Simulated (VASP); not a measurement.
## N: relaxation of cell and atoms with PBEsol

The system is N.

```
N
1.0
     5.56052    0.00000    0.00000
     0.00000    5.56052    0.00000
     0.00000    0.00000    5.56052
N
8
Direct
  0.05740 0.44260 0.55740
  0.44260 0.55740 0.05740
  0.55740 0.05740 0.44260
  0.94260 0.94260 0.94260
  0.94260 0.55740 0.44260
  0.55740 0.44260 0.94260
  0.44260 0.94260 0.55740
  0.05740 0.05740 0.05740
```

```
Program                : VASP 6.6.1
Task                   : relaxation of cell and atoms
Functional             : PBEsol
Potentials or basis    : VASP PAW PBE potentials, release 64 (N)
Cutoff                 : 600 eV
k mesh                 : 5 × 5 × 5
Occupations            : fermi-dirac, width 0.05 eV
Spin                   : no spin polarisation
Dipole correction      : no
Further INCAR settings : ALGO = Normal; EDIFF = 1e-06; IBRION = 2; EDIFFG = -0.01; NSW = 60; ISIF = 3
```

```yaml
Relaxed_volume: 24.59 Å³/atom
Relaxed_cell: a = 5.816 Å, b = 5.816 Å, c = 5.816 Å, α = 90.00°, β = 90.00°, γ = 90.00°
Space_group_after_relaxing_to_0.1_Å: Pa-3 (No. 205)
Energy_gained_by_relaxing: 3.3 meV/atom
Ionic_steps: 23
Pressure_after_relaxing: 0.0 GPa
Band_gap_on_the_k_mesh: 7.34 eV (least direct gap 7.35 eV)
```

Forces on the atoms (eV/Å):
```
N   -0.002  0.002 -0.002
N    0.002 -0.002 -0.002
N   -0.002 -0.002  0.002
N    0.002  0.002  0.002
N    0.002 -0.002  0.002
N   -0.002  0.002  0.002
N    0.002  0.002 -0.002
N   -0.002 -0.002 -0.002
```

The path:
| step | energy change (eV) | largest force (eV/Å) | pressure (GPa) | volume (Å³) |
| --- | --- | --- | --- | --- |
| 1 | 0.0000 | 0.7778 | 1.33 | 171.93 |
| 2 | 1.5883 | 9.0105 | -12.70 | 176.40 |
| 3 | -0.0080 | 0.1196 | 0.10 | 172.20 |
| 4 | -0.0081 | 0.0345 | 0.22 | 172.17 |
| 5 | -0.0081 | 0.0196 | 0.24 | 172.16 |
| 6 | -0.0092 | 0.0198 | 0.23 | 172.82 |
| 7 | -0.0122 | 0.0193 | 0.20 | 174.81 |
| 8 | -0.0171 | 0.0080 | 0.16 | 178.84 |
| 9 | -0.0235 | 0.0541 | 0.15 | 187.07 |
| 10 | -0.0237 | 0.3361 | 0.34 | 204.28 |
| 11 | -0.0240 | 0.3017 | 0.30 | 204.51 |
| 12 | -0.0244 | 0.1965 | 0.17 | 205.20 |
| 13 | -0.0244 | 0.0122 | -0.08 | 206.58 |
| 14 | -0.0246 | 0.0915 | 0.05 | 205.89 |
| 15 | -0.0246 | 0.0866 | 0.04 | 205.80 |
| 16 | -0.0247 | 0.0706 | 0.03 | 205.51 |
| 17 | -0.0250 | 0.0393 | -0.01 | 204.95 |
| 18 | -0.0253 | 0.0222 | -0.07 | 203.82 |
| 19 | -0.0256 | 0.1413 | -0.19 | 201.58 |
| 20 | -0.0256 | 0.1353 | -0.18 | 201.36 |
| 21 | -0.0258 | 0.1172 | -0.16 | 200.70 |
| 22 | -0.0260 | 0.0803 | -0.11 | 199.37 |
| 23 | -0.0262 | 0.0028 | 0.00 | 196.74 |

Final structure:
```cif
data_structure
_symmetry_space_group_name_H-M 'P 1'
_symmetry_Int_Tables_number 1
_cell_length_a 5.8161
_cell_length_b 5.8161
_cell_length_c 5.8161
_cell_angle_alpha 90.000
_cell_angle_beta 90.000
_cell_angle_gamma 90.000
_cell_volume 196.74
loop_
_atom_site_label
_atom_site_type_symbol
_atom_site_fract_x
_atom_site_fract_y
_atom_site_fract_z
_atom_site_occupancy
N1 N 0.05515 0.44485 0.55515 1
N2 N 0.44485 0.55515 0.05515 1
N3 N 0.55515 0.05515 0.44485 1
N4 N 0.94485 0.94485 0.94485 1
N5 N 0.94485 0.55515 0.44485 1
N6 N 0.55515 0.44485 0.94485 1
N7 N 0.44485 0.94485 0.55515 1
N8 N 0.05515 0.05515 0.05515 1
```

Levels at points of the mesh, in eV from the valence-band top:
```csv
k point,band 16,band 17,band 18,band 19,band 20,band 21,band 22,band 23,band 24,band 25
"(0.00, 0.00, 0.00)",-1.41,-0.74,-0.02,-0.02,-0.02,7.34,7.34,7.34,8.05,8.05
```

Wall time 15 min on 1 thread of Intel(R) Xeon(R) Platinum 8259CL CPU @ 2.50GHz (Skylake/Cascade Lake) (shared host), peak memory 0.33 GiB.

Caveat: the standard files for N, O and F lose accuracy on very short bonds; this functional lacks dispersion, which holds the molecules together, so the pressure and a relaxed volume are unreliable; the PAW data sets were made with another functional, which shifts forces and pressure a little; an odd mesh through Γ misses points on the zone boundary, where band edges can lie.
